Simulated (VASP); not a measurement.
A run of VASP 6.6.1:

File INCAR:

```
SYSTEM = SiC
ALGO = Normal
EDIFF = 1E-7
EDIFFG = -0.002
ENCUT = 600
GGA = PS
GGA_COMPAT = .FALSE.
IBRION = 2
ISIF = 3
ISMEAR = 0
LASPH = .TRUE.
LCHARG = .FALSE.
LREAL = .FALSE.
LWAVE = .FALSE.
NELM = 120
NELMIN = 4
NSW = 100
PREC = Accurate
SIGMA = 0.1
```

File KPOINTS:

```
k-points
0
G
  6 6 4
  0 0 0
```

The input POSCAR:

```
SiC
1.0
    3.1680102903      0.0000000000      0.0000000000
   -1.5840051451      2.7435773908      0.0000000000
    0.0000000000      0.0000000000      4.6868235013
Si C
2 2
Direct
    0.3333333333      0.6666666667      0.0000000000
    0.6666666667      0.3333333333      0.5000000000
    0.3333333333      0.6666666667      0.5000000000
    0.6666666667      0.3333333333      1.0000000000
```

Potentials or basis: VASP PAW PBE potentials, release 64 (Si, C).

Run with:

```sh
$ cat potpaw_PBE.64/Si/POTCAR potpaw_PBE.64/C/POTCAR > POTCAR
$ mpirun -np 1 vasp_std > vasp.out
```

Hardware: 1 thread of Intel(R) Xeon(R) Platinum 8375C CPU @ 2.90GHz (Ice Lake), with other jobs on the host.

**Question.** How long does it take, and how much memory?

**Answer.** It took 30 s on 1 thread of Intel(R) Xeon(R) Platinum 8375C CPU @ 2.90GHz (Ice Lake), on a shared host, peak memory 0.17 GiB. Counts: scf iterations 40, k points 21, ion steps 6.
